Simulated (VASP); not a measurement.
Input of a VASP 6.6.1 run:

The input POSCAR:

```
Ba
1.0
    0.0000000000      3.2593824541      3.2593824541
    3.2593824541      0.0000000000      3.2593824541
    3.2593824541      3.2593824541      0.0000000000
Ba
1
Direct
    0.0000000000      0.0000000000      0.0000000000
```

INCAR.step1

```
SYSTEM = Ba
PREC = Accurate ; ENCUT = 550
ISMEAR = -1 ; SIGMA = 0.05
LREAL = .False. ; LASPH = .True.
NELM = 120 ; NBANDS = 11
GGA = PE ; ALGO = Normal
EDIFF = 1E-5 ; LWAVE = .True.
LCHARG = .False. ; GGA_COMPAT = .False.
```

Contents of INCAR.step2:

```
SYSTEM = Ba
PREC = Accurate ; ENCUT = 550
EDIFF = 1E-6 ; ISMEAR = -1
SIGMA = 0.05 ; LREAL = .False.
LASPH = .True. ; NELM = 120
ALGO = Normal ; ISIF = 2
LWAVE = .False. ; LCHARG = .False.
METAGGA = R2SCAN ; LMIXTAU = .True.
NBANDS = 11 ; ISTART = 1
GGA_COMPAT = .False.
```

Contents of KPOINTS:

```
regular mesh
0
Gamma
  9 9 9
  0 0 0
```

Potentials or basis: VASP PAW PBE potentials, release 64 (Ba_sv).

Launch:

```bash
$ cat potpaw_PBE.64/Ba_sv/POTCAR > POTCAR
$ cp INCAR.step1 INCAR
$ mpirun -np 1 vasp_std > vasp.out
$ cp INCAR.step2 INCAR
$ mpirun -np 1 vasp_std > vasp.out
```

Question: Estimate the pressure.

Answer: -0.2 GPa.

Question: What does it give for the band gap on the k mesh?

Answer: Zero (bands 5 and 6 overlap by 0.08 eV).

Caveat: the PAW data sets were made with another functional, which shifts forces and pressure a little; spin-orbit coupling is left out, which moves the levels of the heavy elements.
